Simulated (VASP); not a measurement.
A run of VASP 6.6.1:

The input INCAR:

```
PREC = Accurate
ENCUT = 520
EDIFF = 1E-6
ISMEAR = 0
SIGMA = 0.05
LREAL = False
LASPH = True
NELM = 150
ALGO = Normal
ISIF = 2
LWAVE = False
LCHARG = False
LMAXMIX = 4
LDAU = True
LDAUTYPE = 2
LDAUL = 2 -1 -1
LDAUU = 2 0 0
LDAUJ = 0 0 0
LDAUPRINT = 1
GGA = PS
NBANDS = 58
```

KPOINTS

```
Automatic mesh
0
Gamma
  4 4 3
```

The input POSCAR:

```
Ti3IrO8
1.0
    4.5922000000      0.0000000000      0.0000000000
    0.0000000000      4.5922000000      0.0000000000
    0.0000000000      0.0000000000      5.9148000000
Ir Ti O
1 3 8
Direct
    0.0018273678      0.0011055354      0.9993858392
    0.0024153848      0.0016603859      0.4996600927
    0.4982244940      0.5055254691      0.2526932913
    0.5057106243      0.4973374523      0.7464384727
    0.3054632988      0.3048020712      0.9992415320
    0.3061595511      0.3052451119      0.4992309615
    0.2027782941      0.8000772059      0.2579371063
    0.1999593066      0.8027801767      0.7461934055
    0.6983139910      0.6970352285      0.9992506628
    0.6977126728      0.6965542660      0.4992807038
    0.8035460779      0.1986577024      0.2524317470
    0.8005924033      0.2019058504      0.7408587804
```

Potentials or basis: VASP PAW PBE potentials, release 64 (Ir, Ti_sv, O).

Launch:

```console
$ cat potpaw_PBE.64/Ir/POTCAR potpaw_PBE.64/Ti_sv/POTCAR potpaw_PBE.64/O/POTCAR > POTCAR
$ mpirun -np 1 vasp_std > vasp.out
```

Hardware: 1 thread of Intel(R) Xeon(R) Platinum 8259CL CPU @ 2.50GHz (Skylake/Cascade Lake), on a shared host.

Task: How long does it take, and how much memory?

Result: Run time: 4.5 min on 1 thread of Intel(R) Xeon(R) Platinum 8259CL CPU @ 2.50GHz (Skylake/Cascade Lake), with other jobs on the host, peak memory 0.33 GiB. Counts: scf iterations 17, k points 26.
